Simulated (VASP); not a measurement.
Set up this calculation in VASP 6.6.1, as the native input.

* Task: relaxation of cell and atoms
* Functional: PBE
* Potentials or basis: VASP PAW PBE potentials, release 64 (Zr_sv, Pd, Se)
* Cutoff: 600 eV
* k mesh: 6 × 6 × 2
* Occupations: gaussian, width 0.1 eV
* Spin: no spin polarisation
* Dipole correction: no
* Further INCAR settings: ALGO = Normal; EDIFF = 1e-06; IBRION = 2; EDIFFG = -0.04; NSW = 90; ISIF = 3

The structure of ZrPdSe4 lies in POSCAR:

```
ZrPdSe4
1.0
    4.0894125600      0.0000000000      0.0000000000
   -2.0447062800      3.5415351600      0.0000000000
    0.0000000000      0.0000000000      8.7423174300
Zr Pd Se
1 1 4
Direct
    0.0000000000      0.0000000000      0.0000000000
    0.0000000000      0.0000000000      0.5000000000
    0.3333333300      0.6666666700      0.7407687300
    0.3333333300      0.6666666700      0.2592312700
    0.6666666700      0.3333333300      0.7407687300
    0.6666666700      0.3333333300      0.2592312700
```

The cell was built from a structure type or drawn by symmetry, and may not be a known phase.

One way to write it, as run:

INCAR

```
PREC = Accurate
ENCUT = 600
EDIFF = 1E-6
ISMEAR = 0
SIGMA = 0.1
LREAL = False
LASPH = True
NELM = 80
ALGO = Normal
ISIF = 3
LWAVE = False
LCHARG = False
GGA = PE
IBRION = 2
NSW = 90
EDIFFG = -0.04
```

KPOINTS

```
Automatic mesh
0
Gamma
  6 6 2
```

Potentials or basis: VASP PAW PBE potentials, release 64 (Zr_sv, Pd, Se).

Command:

```bash
$ cat potpaw_PBE.64/Zr_sv/POTCAR potpaw_PBE.64/Pd/POTCAR potpaw_PBE.64/Se/POTCAR > POTCAR
$ mpirun -np 1 vasp_std > vasp.out
```

It gave:

The relaxed volume is 19.94 Å³/atom. The relaxed cell is a = 4.933 Å, b = 4.933 Å, c = 5.678 Å, α = 90.00°, β = 90.00°, γ = 120.00° and the space group after relaxing (to 0.1 Å) is P6/mmm (No. 191). The pressure after relaxing is -0.2 GPa, the largest force after relaxing is 0.030 eV/Å and the band gap on the k mesh is zero (bands 23 and 24 overlap by 1.35 eV).

Caveat: a cell axis changed by over 15 % at a fixed basis, so the end point is rough.

Wall time 13 min on 1 thread of AMD EPYC 9R45 (Zen 5) (shared host), peak memory 0.31 GiB.
